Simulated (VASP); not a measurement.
# Zr2N (P4_2/mnm) in VASP: notebook

Zr2N is run at these levels: PBEsol; tasks: single point, relaxation of cell and atoms.

Program: VASP 6.6.1. These are calculated values, not measurements. Logs are shortened: lines on timing, memory, paths and dates and some standing lists are left out, and cuts for length are marked.

## Step 1: The cell of the first run

It takes space group P4_2/mnm (No. 136, tetragonal). The conventional cell has a = 5.427 Å, b = 5.427 Å, c = 3.301 Å, α = 90.00°, β = 90.00°, γ = 90.00°. Within 3.0 Å of Zr (site symmetry m2m) lie 3 N at 2.27 to 2.28 Å. N (site symmetry mmm) has 6 Zr at 2.27 to 2.28 Å within 3.0 Å.

## Step 2: Single point, PBEsol (volume scaled by 1.03, then relaxed in part)

The input, INCAR:

```
SYSTEM = Zr2N
  PREC = Accurate
  ENCUT = 520
  EDIFF = 1E-6
  ISMEAR = 0
  SIGMA = 0.1
  LREAL = .FALSE.
  LASPH = .TRUE.
  NELM = 60
  ALGO = Normal
  ISIF = 2
  LWAVE = .FALSE.
  LCHARG = .FALSE.
  GGA = PS
  NBANDS = 38
```

The input, KPOINTS:

```
Automatic mesh
0
G
  8 8 10
  0 0 0
```

The input, POSCAR:

```
Zr2N
1.0
    5.4267750193      0.0000000000      0.0000000000
    0.0000000000      5.4267750193      0.0000000000
    0.0000000000      0.0000000000      3.3006998840
Zr N
4 2
Direct
    0.2969894456      0.2969894456      0.0000000000
    0.7030105544      0.7030105544      0.0000000000
    0.7969894456      0.2030105544      0.5000000000
    0.2030105544      0.7969894456      0.5000000000
    0.0000000000      0.0000000000      0.0000000000
    0.5000000000      0.5000000000      0.5000000000
```

Potentials or basis: VASP PAW PBE potentials, release 64 (Zr_sv, N).

Run with:

```bash
cat potpaw_PBE.64/Zr_sv/POTCAR potpaw_PBE.64/N/POTCAR > POTCAR
mpirun -np 1 vasp_std > vasp.out
```

OUTCAR:

```text
SYSTEM = Zr2N
   PREC = Accurate
   ENCUT = 520
   EDIFF = 1E-6
   ISMEAR = 0
   LREAL = .FALSE.
   LASPH = .TRUE.
   NELM = 60
   ISIF = 2
   GGA = PS

 ion  position               nearest neighbor table
   1  0.297  0.297  0.000-   6 2.27   6 2.27   5 2.28   2 3.12   4 3.22   3 3.22   4 3.22   3 3.22
                             4 3.22   4 3.22   3 3.22   3 3.22
   2  0.703  0.703  0.000-   6 2.27   6 2.27   5 2.28   1 3.12   4 3.22   3 3.22   4 3.22   3 3.22
                             3 3.22   3 3.22   4 3.22   4 3.22
   3  0.797  0.203  0.500-   5 2.27   5 2.27   6 2.28   4 3.12   1 3.22   1 3.22   2 3.22   2 3.22
                             2 3.22   2 3.22   1 3.22   1 3.22
   4  0.203  0.797  0.500-   5 2.27   5 2.27   6 2.28   3 3.12   1 3.22   1 3.22   2 3.22   2 3.22
                             1 3.22   1 3.22   2 3.22   2 3.22
   5  0.000  0.000  0.000-   3 2.27   4 2.27   3 2.27   4 2.27   1 2.28   2 2.28
   6  0.500  0.500  0.500-   1 2.27   2 2.27   1 2.27   2 2.27   3 2.28   4 2.28

  LATTYP: Found a simple tetragonal cell.
 ALAT       =     5.4267750193
 C/A-ratio  =     0.6082249351

  Lattice vectors:

 A1 = (   5.4267750193,   0.0000000000,   0.0000000000)
 A2 = (   0.0000000000,   5.4267750193,   0.0000000000)
 A3 = (   0.0000000000,   0.0000000000,   3.3006998840)

Analysis of symmetry for initial positions (statically):
=====================================================================
 Subroutine PRICEL returns:
 Original cell was already a primitive cell.

 Routine SETGRP: Setting up the symmetry group for a
 simple tetragonal supercell.

 Subroutine GETGRP returns: Found 16 space group operations
 (whereof  8 operations were pure point group operations)
 out of a pool of 16 trial point group operations.

The static configuration has the point symmetry D_2h.
 The point group associated with its full space group is D_4h.

Analysis of symmetry for dynamics (positions and initial velocities):
=====================================================================
 Subroutine PRICEL returns:
 Original cell was already a primitive cell.

 Routine SETGRP: Setting up the symmetry group for a
 simple tetragonal supercell.

 Subroutine GETGRP returns: Found 16 space group operations
 (whereof  8 operations were pure point group operations)
 out of a pool of 16 trial point group operations.

The dynamic configuration has the point symmetry D_2h.
 The point group associated with its full space group is D_4h.

 Subroutine INISYM returns: Found 16 space group operations
 (whereof  8 operations are pure point group operations),
 and found     1 'primitive' translations

----------------------------------------------------------------------------------------

                                     Primitive cell

  volume of cell :      97.2052

  direct lattice vectors                    reciprocal lattice vectors
     5.426775019  0.000000000  0.000000000     0.184271505  0.000000000  0.000000000
     0.000000000  5.426775019  0.000000000     0.000000000  0.184271505  0.000000000
     0.000000000  0.000000000  3.300699884     0.000000000  0.000000000  0.302966048

  length of vectors
     5.426775019  5.426775019  3.300699884     0.184271505  0.184271505  0.302966048

  position of ions in fractional coordinates (direct lattice)
     0.296989446  0.296989446  0.000000000
     0.703010554  0.703010554  0.000000000
     0.796989446  0.203010554  0.500000000
     0.203010554  0.796989446  0.500000000
     0.000000000  0.000000000  0.000000000
     0.500000000  0.500000000  0.500000000

  ion indices of the primitive-cell ions
   primitive index   ion index
                 1           1
                 2           2
                 3           3
                 4           4
                 5           5
                 6           6

----------------------------------------------------------------------------------------

 KPOINTS: Automatic mesh

Automatic generation of k-mesh.
 Grid dimensions read from file:
 generate k-points for:    8    8   10

 Generating k-lattice:

  Cartesian coordinates                     Fractional coordinates (reciprocal lattice)
     0.023033938  0.000000000  0.000000000     0.125000000  0.000000000  0.000000000
     0.000000000  0.023033938  0.000000000     0.000000000  0.125000000  0.000000000
     0.000000000  0.000000000  0.030296605     0.000000000  0.000000000  0.100000000

  Length of vectors
     0.023033938  0.023033938  0.030296605

  Shift w.r.t. Gamma in fractional coordinates (k-lattice)
     0.000000000  0.000000000  0.000000000

 Subroutine IBZKPT returns following result:
 ===========================================

 Found     90 irreducible k-points:

 Following reciprocal coordinates:
            Coordinates               Weight
  0.000000  0.000000  0.000000      1.000000
  0.125000  0.000000  0.000000      4.000000
  0.250000  0.000000  0.000000      4.000000
  0.375000  0.000000  0.000000      4.000000
  0.500000  0.000000  0.000000      2.000000
  0.125000  0.125000  0.000000      4.000000
[... 16 lines left out ...]
  0.375000  0.125000  0.100000     16.000000
  0.500000  0.125000  0.100000      8.000000
 [... further k-points ...]
   k-points           NKPTS =     90   k-points in BZ     NKDIM =     90   number of bands    NBANDS=     38
   number of dos      NEDOS =    301   number of ions     NIONS =      6
   total plane-waves  NPLWV =  44800
   dimension x,y,z NGX =    40 NGY =   40 NGZ =   28
   dimension x,y,z NGXF=    80 NGYF=   80 NGZF=   56
   ions per type =               4   2
   NGX,Y,Z   is equivalent  to a cutoff of  12.25, 12.25, 14.10 a.u.
   NGXF,Y,Z  is equivalent  to a cutoff of  24.51, 24.51, 28.21 a.u.
 SYSTEM =  Zr2N
   PREC   = accura    normal or accurate (medium, high low for compatibility)
   ISTART =      0    job   : 0-new  1-cont  2-samecut
   ICHARG =      2    charge: 1-file 2-atom 10-const
   ISPIN  =      1    spin polarized calculation?
   LNONCOLLINEAR =      F non collinear calculations
   LSORBIT =      F    spin-orbit coupling
   LASPH  =      T    aspherical Exc in radial PAW
   ENCUT  =  520.0 eV  38.22 Ry    6.18 a.u.  10.09 10.09  6.14*2*pi/ulx,y,z
   NELM   =     60;   NELMIN=  2; NELMDL= -5     # of ELM steps
   EDIFF  = 0.1E-05   stopping-criterion for ELM
   LREAL  =      F    real-space projection
   EDIFFG = 0.1E-04   stopping-criterion for IOM
   NSW    =      0    number of steps for IOM
   IBRION =     -1    ionic relax: 0-MD 1-quasi-New 2-CG
   NFREE  =      0    steps in history (QN), initial steepest desc. (CG)
   ISIF   =      2    stress and relaxation
   ISYM   =      2    0-nonsym 1-usesym 2-fastsym
   POTIM  = 0.5000    time-step for ionic-motion
   TEBEG  =    0.0;   TEEND  =   0.0 temperature during run
   PSTRESS=    0.0 pullay stress
   NELECT =      58.0000    total number of electrons
   NUPDOWN=      -1.0000    fix difference up-down
   EMIN   =  10.00;   EMAX   =-10.00  energy-range for DOS
   EFERMI =   0.00;   METHOD = LEGACY
   ISMEAR =     0;   SIGMA  =   0.10  broadening in eV -4-tet -1-fermi 0-gaus
   EFERMI_NEDOS =   21; number of points for ismear=-14 and -15
   IALGO  =     38    algorithm
   IMIX   =      4    mixing-type and parameters
     AMIX     =   0.40;   BMIX     =  1.00
     AMIX_MAG =   1.60;   BMIX_MAG =  1.00
  volume/ion in A,a.u.               =      16.20       109.33
  Fermi-wavevector in a.u.,A,eV,Ry     =   1.378228  2.604472 25.844420  1.899511
  Thomas-Fermi vector in A             =   2.503308
   LORBIT       =      0    0 simple, 1 ext, 2 COOP (PROOUT), +10 PAW based schemes
   GGA     = PS    functional components
   LHFCALC =     F    Hartree Fock is set to
   AEXX    =    0.0000 exact exchange contribution
   IVDW    =     0    specifies the selected vdW correction
   LEPSILON=     F    determine dielectric tensor
   LRPA    =     F    only Hartree local field effects (RPA)
 non-spin polarized calculation
 Gauss-broadening in eV      SIGMA  =   0.10
  energy-cutoff  :      520.00
  volume of cell :       97.21
 maximum number of plane-waves:      2642
   NGX = 21   NGY = 21   NGZ = 13

 number of electron      58.0000001 magnetization

 Free energy of the ion-electron system (eV)
  ---------------------------------------------------
  ext. energy  EPLUGINS =         0.00000000
  ---------------------------------------------------
  free energy    TOTEN  =       -61.77625483 eV

  energy without entropy =      -61.76356000  energy(sigma->0) =      -61.76990742

 E-fermi :   9.5129     XC(G=0): -11.8165

 val. band max:        9.5088082143   @ k =   0.3750   0.3750   0.2000
 cond. band min:       9.5300818591   @ k =   0.2500   0.2500   0.1000
 fundamental gap:      0.0212736448
 Fermi energy:         9.5128562358

 k-point     1 :       0.0000    0.0000    0.0000
  band No.  band energies     occupation
      1     -39.0892      2.00000
      2     -38.9507      2.00000
      3     -38.9507      2.00000
      4     -38.8955      2.00000
      5     -18.0100      2.00000
      6     -17.4277      2.00000
[... 30 lines left out ...]
     37      12.3777      0.00000
     38      12.3896      0.00000

 k-point     2 :       0.1250    0.0000    0.0000
  band No.  band energies     occupation
      1     -39.0844      2.00000
      2     -38.9570      2.00000
      3     -38.9482      2.00000
      4     -38.8967      2.00000
      5     -17.9842      2.00000
      6     -17.4201      2.00000
[... 30 lines left out ...]
     37      12.3833      0.00000
     38      12.6754      0.00000

 k-point     3 :       0.2500    0.0000    0.0000
  band No.  band energies     occupation
      1     -39.0706      2.00000
      2     -38.9739      2.00000
      3     -38.9413      2.00000
      4     -38.9010      2.00000
      5     -17.9120      2.00000
      6     -17.4573      2.00000
[... 30 lines left out ...]
     37      12.3429      0.00000
[... 781 lines left out ...]
 k-point    23 :       0.3750    0.1250    0.1000
  band No.  band energies     occupation
      1     -39.0391      2.00000
      2     -38.9902      2.00000
      3     -38.9329      2.00000
      4     -38.9112      2.00000
      5     -17.7633      2.00000
      6     -17.5349      2.00000
[... 30 lines left out ...]
     37      12.8738      0.00000
     38      13.4728      0.00000

 k-point    24 :       0.5000    0.1250    0.1000
  band No.  band energies     occupation
      1     -39.0151      2.00000
      2     -39.0151      2.00000
      3     -38.9217      2.00000
      4     -38.9217      2.00000
      5     -17.6486      2.00000
      6     -17.6486      2.00000
[... 30 lines left out ...]
     37      12.9852      0.00000
     38      12.9852      0.00000

 [... further k-points ...]

------------------------ aborting loop because EDIFF is reached ----------------------------------------

  FORCE on cell =-STRESS in cart. coord.  units (eV):
  Direction    XX          YY          ZZ          XY          YZ          ZX
  --------------------------------------------------------------------------------------
  -------------------------------------------------------------------------------------
  Total       -3.0487610     -3.0487610     -3.0395438      0.0000000      0.0000000      0.0000000
  in kB      -50.2509522    -50.2509522    -50.0990299      0.0000000      0.0000000      0.0000000
  external PRESSURE =     -50.2003114 kB  Pullay stress =       0.0000000 kB

 VOLUME and BASIS-vectors are now :
 -----------------------------------------------------------------------------
  energy-cutoff  :      520.00
  volume of cell :       97.21
      direct lattice vectors                 reciprocal lattice vectors
     5.426775019  0.000000000  0.000000000     0.184271505  0.000000000  0.000000000
     0.000000000  5.426775019  0.000000000     0.000000000  0.184271505  0.000000000
     0.000000000  0.000000000  3.300699884     0.000000000  0.000000000  0.302966048

 POSITION                                       TOTAL-FORCE (eV/Angst)
 -----------------------------------------------------------------------------------
      1.61169      1.61169      0.00000        -0.004297     -0.004297      0.000000
      3.81508      3.81508      0.00000         0.004297      0.004297     -0.000000
      4.32508      1.10169      1.65035        -0.004297      0.004297     -0.000000
      1.10169      4.32508      1.65035         0.004297     -0.004297      0.000000
      0.00000      0.00000      0.00000        -0.000000      0.000000      0.000000
      2.71339      2.71339      1.65035        -0.000000      0.000000      0.000000
 -----------------------------------------------------------------------------------
    total drift:                                0.000000     -0.000000      0.000000

  FREE ENERGIE OF THE ION-ELECTRON SYSTEM (eV)
  ---------------------------------------------------
  free  energy   TOTEN  =       -61.7762548308 eV

  energy  without entropy=      -61.7635600043  energy(sigma->0) =      -61.76990742
```

Wall time 2.5 min (1 thread of Intel Xeon 6975P-C (Granite Rapids), shared host); peak memory 0.36 GiB.

Results:

| Property | Result |
| --- | --- |
| Free energy | -61.7763 eV |
| Pressure | -5.0 GPa |
| Largest force | 0.006 eV/Å |
| Band gap on the k mesh | zero (band 29 reaches 10.93 eV, above the bottom of band 30 at 8.42 eV) |

Forces in eV/Å, atoms in the order of the input:
```
Zr  -0.004 -0.004  0.000
Zr   0.004  0.004  0.000
Zr  -0.004  0.004  0.000
Zr   0.004 -0.004  0.000
N    0.000  0.000  0.000
N    0.000  0.000  0.000
```

Caveat: the PAW data sets were made with another functional, which shifts forces and pressure a little.

## Step 3: Single point, PBEsol (volume scaled by 1.06, then relaxed in part)

The input, INCAR:

```
SYSTEM = Zr2N
ALGO = Normal
EDIFF = 1E-7
ENCUT = 520
GGA = PS
ISIF = 2
ISMEAR = 0
LASPH = .True.
LCHARG = .True.
LELF = .True.
LREAL = .False.
LVHAR = .True.
LWAVE = .False.
NBANDS = 38
NELM = 100
PREC = Accurate
SIGMA = 0.1
```

The input, KPOINTS:

```
k-points
0
Gamma
  8 8 10
  0 0 0
```

The input, POSCAR:

```
Zr2N
1.0
    5.4834589653      0.0000000000      0.0000000000
    0.0000000000      5.4834589653      0.0000000000
    0.0000000000      0.0000000000      3.3269717803
Zr N
4 2
Direct
    0.2978651586      0.2978651586      0.0000000000
    0.7021348414      0.7021348414      0.0000000000
    0.7978651586      0.2021348414      0.5000000000
    0.2021348414      0.7978651586      0.5000000000
    0.0000000000      0.0000000000      0.0000000000
    0.5000000000      0.5000000000      0.5000000000
```

Potentials or basis: VASP PAW PBE potentials, release 64 (Zr_sv, N).

Run with:

```bash
cat potpaw_PBE.64/Zr_sv/POTCAR potpaw_PBE.64/N/POTCAR > POTCAR
mpirun -np 1 vasp_std > vasp.out
```

Run time: 3.3 min. Hardware: 1 thread of Intel Xeon 6975P-C (Granite Rapids), shared host; peak memory 0.39 GiB.

Results (log left out):

```yaml
Free_energy: -61.6492 eV
Pressure: -9.5 GPa
Largest_force: 0.006 eV/Å
Band_gap_on_the_k_mesh: zero (band 29 reaches 10.56 eV, above the bottom of band 30 at 8.12 eV)
```

Forces in eV/Å, atoms in the order of the input:
```
Zr  -0.005 -0.005  0.000
Zr   0.005  0.005  0.000
Zr  -0.005  0.005  0.000
Zr   0.005 -0.005  0.000
N    0.000  0.000  0.000
N    0.000  0.000  0.000
```

Levels at points of the mesh, in eV from the Fermi level:
```tsv
k point	band 25	band 26	band 27	band 28	band 29	band 30	band 31	band 32	band 33	band 34
(0.00, 0.00, 0.00)	-3.23	-1.85	0.21	0.59	0.81	0.99	0.99	1.14	1.38	1.38
(0.50, 0.00, 0.00)	-1.92	-1.92	-0.91	-0.91	1.37	1.37	1.50	1.50	1.64	1.64
(0.50, 0.50, 0.00)	-1.41	-1.41	-1.03	-1.03	0.99	0.99	1.30	1.30	1.58	1.58
(0.00, 0.00, 0.50)	-1.11	-1.11	-1.10	-1.10	-1.07	-1.07	1.89	1.89	2.99	2.99
(0.50, 0.00, 0.50)	-1.68	-1.68	-0.87	-0.87	-0.72	-0.72	1.47	1.47	3.22	3.22
(0.50, 0.50, 0.50)	-1.36	-1.36	-0.81	-0.81	-0.32	-0.32	1.03	1.03	2.48	2.48
```

Caveat: the PAW data sets were made with another functional, which shifts forces and pressure a little.

## Step 4: Single point, PBEsol (volume scaled by 1.10, then relaxed in part)

The input, INCAR:

```
SYSTEM = Zr2N
PREC = Accurate
ENCUT = 520
EDIFF = 1E-6
ISMEAR = 0
SIGMA = 0.1
LREAL = .False.
LASPH = .True.
NELM = 60
ALGO = Normal
ISIF = 2
LWAVE = .False.
LCHARG = .True.
GGA = PS
LELF = .True.
LVHAR = .True.
NBANDS = 38
```

The input, KPOINTS:

```
regular mesh
0
Gamma
  8 8 10
  0 0 0
```

The input, POSCAR:

```
Zr2N
1.0
    5.5596115907      0.0000000000      0.0000000000
    0.0000000000      5.5596115907      0.0000000000
    0.0000000000      0.0000000000      3.3585841134
Zr N
4 2
Direct
    0.2993306374      0.2993306374      0.0000000000
    0.7006693626      0.7006693626      0.0000000000
    0.7993306374      0.2006693626      0.5000000000
    0.2006693626      0.7993306374      0.5000000000
    0.0000000000      0.0000000000      0.0000000000
    0.5000000000      0.5000000000      0.5000000000
```

Run with:

```bash
cat potpaw_PBE.64/Zr_sv/POTCAR potpaw_PBE.64/N/POTCAR > POTCAR
mpirun -np 1 vasp_std > vasp.out
```

It took 2.4 min on 1 thread of Intel Xeon 6975P-C (Granite Rapids), shared host; peak memory 0.39 GiB.

It converged, with:

| Item | Value |
| --- | --- |
| Free energy | -61.3686 eV |
| Pressure | -14.4 GPa |
| Largest force | 0.007 eV/Å |
| Band gap on the k mesh | zero (band 29 reaches 10.09 eV, above the bottom of band 30 at 7.74 eV) |

Forces in eV/Å, atoms in the order of the input:
```
Zr  -0.005 -0.005  0.000
Zr   0.005  0.005  0.000
Zr  -0.005  0.005  0.000
Zr   0.005 -0.005  0.000
N    0.000  0.000  0.000
N    0.000  0.000  0.000
```

Levels at points of the mesh, in eV from the Fermi level:
| k point | band 27 | band 28 | band 29 | band 30 | band 31 | band 32 |
| --- | --- | --- | --- | --- | --- | --- |
| (0.00, 0.00, 0.00) | 0.11 | 0.61 | 0.84 | 0.95 | 0.95 | 1.02 |
| (0.50, 0.00, 0.00) | -0.87 | -0.87 | 1.31 | 1.31 | 1.48 | 1.48 |
| (0.50, 0.50, 0.00) | -0.99 | -0.99 | 1.02 | 1.02 | 1.28 | 1.28 |
| (0.00, 0.00, 0.50) | -1.09 | -1.09 | -1.04 | -1.04 | 1.85 | 1.85 |
| (0.50, 0.00, 0.50) | -0.87 | -0.87 | -0.70 | -0.70 | 1.43 | 1.43 |
| (0.50, 0.50, 0.50) | -0.74 | -0.74 | -0.38 | -0.38 | 0.92 | 0.92 |

Caveat: the PAW data sets were made with another functional, which shifts forces and pressure a little.

(Part 1 of 2 ends here.)
